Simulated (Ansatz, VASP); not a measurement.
One calculation of TiSi, two programs

POSCAR

```
TiSi
1.0
    1.7616926600     -2.0540952800      0.0000000000
    1.7616926600      2.0540952800      0.0000000000
    0.0000000000      0.0000000000      3.9180520200
Ti Si
1 1
Direct
    0.5000000000      0.5000000000      0.0000000000
    0.0000000000      0.0000000000      0.5000000000
```

INCAR.step1

```
SYSTEM = TiSi
  PREC = Accurate
  ENCUT = 520
  ISMEAR = 0
  SIGMA = 0.15
  LREAL = .False.
  LASPH = .True.
  NELM = 60
  NBANDS = 15
  GGA = PE
  ALGO = Normal
  EDIFF = 1E-4
  LWAVE = .True.
  LCHARG = .False.
```

File INCAR.step2:

```
SYSTEM = TiSi
  PREC = Accurate
  ENCUT = 520
  EDIFF = 1E-7
  ISMEAR = 0
  SIGMA = 0.15
  LREAL = .False.
  LASPH = .True.
  NELM = 60
  ALGO = Normal
  ISIF = 2
  LWAVE = .False.
  LCHARG = .False.
  METAGGA = R2SCAN
  LMIXTAU = .True.
  NBANDS = 15
  ISTART = 1
```

File KPOINTS:

```
regular mesh
0
Gamma
  18 18 12
  0 0 0
```

Input for Ansatz:

```yaml
crystal:
  lattice:
    - [1.76169266, -2.05409528, 0.0]
    - [1.76169266, 2.05409528, 0.0]
    - [0.0, 0.0, 3.91805202]
  atoms:
    - { symbol: Ti, position: [0.5, 0.5, 0.0] }
    - { symbol: Si, position: [0.0, 0.0, 0.5] }
basis:
  ecutwfc: 500
kpoints:
  mp_grid: { grid: [18, 18, 12] }
hamiltonian:
  xc: r2scan
scf:
  occupations: { method: gaussian, width: 0.15 }
output:
  forces: true
  stress: true
  eigenvalues: true
```

Change from the starting cell: strain -0.030 along x and y, +0.030 along z, atoms carried along.

Alike in both runs: task single point; functional r2SCAN; k mesh 18 × 18 × 12; occupations gaussian, width 0.15 eV; no spin polarisation.

|  | VASP | Ansatz |
| --- | --- | --- |
| version | VASP 6.6.1 | Ansatz 0.2.0 |
| potentials or method | VASP PAW PBE potentials, release 64 (Ti_sv, Si), cutoff 520 eV | scalar-relativistic, plane waves, PAW |
| valence electrons in the cell | 16 | 16 |

|  | VASP | Ansatz | Ansatz less VASP |
| --- | --- | --- | --- |
| gap on the k mesh at the Fermi level (eV) | none | none | - |
| pressure (GPa) | 2.0 | 1.6 | -0.45 |
| traceless stress, the component that is largest in VASP (GPa) | -4.60 | -4.55 | +0.043 |

VASP's potentials were made for PBE, not for r2SCAN. A gap of «none» marks a metal or a gap that the smearing closes.
